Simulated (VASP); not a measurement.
Input of a VASP 6.6.1 run:

File INCAR:

```
PREC = Accurate ; ENCUT = 520
EDIFF = 1E-6 ; ISMEAR = 0
SIGMA = 0.1 ; LREAL = False
LASPH = True ; NELM = 100
ALGO = Normal ; ISIF = 2
LWAVE = False ; LCHARG = True
GGA = PE ; LELF = True
LVHAR = True ; NBANDS = 28
```

Contents of KPOINTS:

```
regular mesh
0
Gamma
  6 6 6
```

Contents of POSCAR:

```
Sc3Re
1.0
   -2.0102681917      2.0102681917      4.4904692075
    2.0102681917     -2.0102681917      4.4904692075
    2.0102681917      2.0102681917     -4.4904692075
Sc Re
3 1
Direct
    0.5000000000      0.5000000000      0.0000000000
    0.2500000000      0.7500000000      0.5000000000
    0.7500000000      0.2500000000      0.5000000000
    0.0000000000      0.0000000000      0.0000000000
```

Potentials or basis: VASP PAW PBE potentials, release 64 (Sc_sv, Re).

Launch:

```sh
$ cat potpaw_PBE.64/Sc_sv/POTCAR potpaw_PBE.64/Re/POTCAR > POTCAR
$ mpirun -np 1 vasp_std > vasp.out
```

Question: What does it give for the band gap on the k mesh?

Answer: Zero (bands 20 and 21 overlap by 0.50 eV).

Question: Predict the pressure.

Answer: 10.1 GPa.

Stress tensor (GPa, compression positive):
```
10.95  0.00  0.00
 0.00 10.95  0.00
 0.00  0.00  8.55
```

Caveat: the cell stands under pressure; spin-orbit coupling is left out, which moves the levels of the heavy elements.
